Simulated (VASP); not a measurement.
## Al36C (a cell with a defect): single point with PBE

The system is Al36C (a cell with a defect).

```
Al C
1.0
     0.00000    6.05839    6.05839
     6.05839    0.00000    6.05839
     8.07786    8.07786    0.00000
Al C
36 1
Direct
  0.99969 0.99299 0.00125
  0.98762 0.00603 0.24734
  0.99623 0.00147 0.50570
  0.00591 0.99629 0.75125
  0.00104 0.32962 0.99953
  0.00226 0.32655 0.25373
  0.00905 0.33034 0.50149
  0.00494 0.33116 0.74814
  0.00177 0.66133 0.00026
  0.99232 0.66219 0.25283
  0.98519 0.67368 0.50316
  0.99481 0.66447 0.75593
  0.33123 0.00275 0.99549
  0.33255 0.97475 0.25830
  0.33452 0.00504 0.50072
  0.33295 0.00418 0.74630
  0.33410 0.32506 0.00488
  0.33410 0.32533 0.25080
  0.33514 0.36553 0.48796
  0.33449 0.33260 0.75029
  0.33704 0.66297 0.99137
  0.30812 0.68002 0.22498
  0.31921 0.67534 0.52765
  0.33690 0.66110 0.75734
  0.66781 0.99306 0.00275
  0.66464 0.99675 0.25021
  0.65936 0.01172 0.49777
  0.66815 0.99825 0.75156
  0.67082 0.32516 0.00069
  0.66360 0.34029 0.24644
  0.67503 0.32976 0.50673
  0.67340 0.32595 0.75417
  0.66639 0.66482 0.99689
  0.68100 0.66349 0.24606
  0.66988 0.66100 0.50634
  0.66766 0.66350 0.75096
  0.43110 0.61965 0.35147
```

```json
{
  "Program": "VASP 6.6.1",
  "Task": "single point",
  "Functional": "PBE",
  "Potentials or basis": "VASP PAW PBE potentials, release 64 (Al, C)",
  "Cutoff": "520 eV",
  "k mesh": "4 × 4 × 3",
  "Occupations": "methfessel-paxton, width 0.1 eV",
  "Spin": "no spin polarisation"
}
```

```json
{
  "Pressure": "1.5 GPa",
  "Largest force": "0.285 eV/Å",
  "Band gap on the k mesh": "zero (bands 56 and 57 overlap by 0.64 eV)"
}
```

Forces in eV/Å, atoms in the order of the input:
```
Al  -0.032 -0.048  0.106
Al   0.022  0.231  0.043
Al  -0.169 -0.016 -0.046
Al   0.034 -0.018 -0.069
Al   0.004 -0.032  0.031
Al  -0.047 -0.106 -0.025
Al   0.061 -0.006  0.008
Al   0.086  0.035 -0.038
Al  -0.071  0.035 -0.030
Al   0.000  0.024 -0.005
Al   0.089 -0.030  0.070
Al   0.006 -0.048 -0.004
Al   0.030  0.015  0.031
Al   0.049 -0.097  0.019
Al  -0.058  0.037  0.005
Al  -0.054  0.143  0.023
Al  -0.027 -0.015  0.033
Al  -0.034 -0.017  0.057
Al  -0.082  0.118  0.028
Al  -0.041  0.113 -0.004
Al   0.031  0.027 -0.040
Al  -0.053 -0.278 -0.033
Al   0.265  0.016 -0.006
Al  -0.032  0.001  0.003
Al   0.016 -0.101 -0.001
Al   0.046 -0.020 -0.096
Al   0.092  0.022  0.024
Al   0.014 -0.047 -0.043
Al  -0.011 -0.085  0.021
Al   0.065  0.083 -0.022
Al  -0.044 -0.139 -0.048
Al   0.050 -0.005 -0.074
Al  -0.080 -0.012  0.032
Al  -0.087  0.110  0.067
Al   0.003 -0.048  0.023
Al   0.048  0.005  0.015
C   -0.089  0.151 -0.053
```

Stress tensor (GPa, compression positive):
```
 1.52  0.58 -0.32
 0.58  1.98  0.53
-0.32  0.53  1.01
```

Levels at points of the mesh, in eV from the Fermi level:
| k point | band 52 | band 53 | band 54 | band 55 | band 56 | band 57 | band 58 | band 59 | band 60 | band 61 |
| --- | --- | --- | --- | --- | --- | --- | --- | --- | --- | --- |
| (0.00, 0.00, 0.00) | -0.79 | -0.71 | -0.41 | -0.16 | -0.15 | 0.15 | 0.41 | 0.45 | 0.48 | 0.51 |
| (0.50, 0.00, 0.00) | -0.63 | -0.54 | -0.44 | -0.05 | 0.20 | 0.36 | 0.46 | 0.61 | 0.82 | 0.92 |
| (0.00, 0.50, 0.00) | -0.63 | -0.53 | -0.40 | -0.06 | 0.16 | 0.33 | 0.45 | 0.68 | 0.77 | 0.91 |
| (0.50, 0.50, 0.00) | -0.72 | -0.33 | -0.22 | -0.01 | 0.13 | 0.38 | 0.41 | 0.57 | 0.64 | 0.74 |

Wall time 100 min on 1 thread of Oxide Virtual Turin-like Processor, with other jobs on the host, peak memory 1.1 GiB.
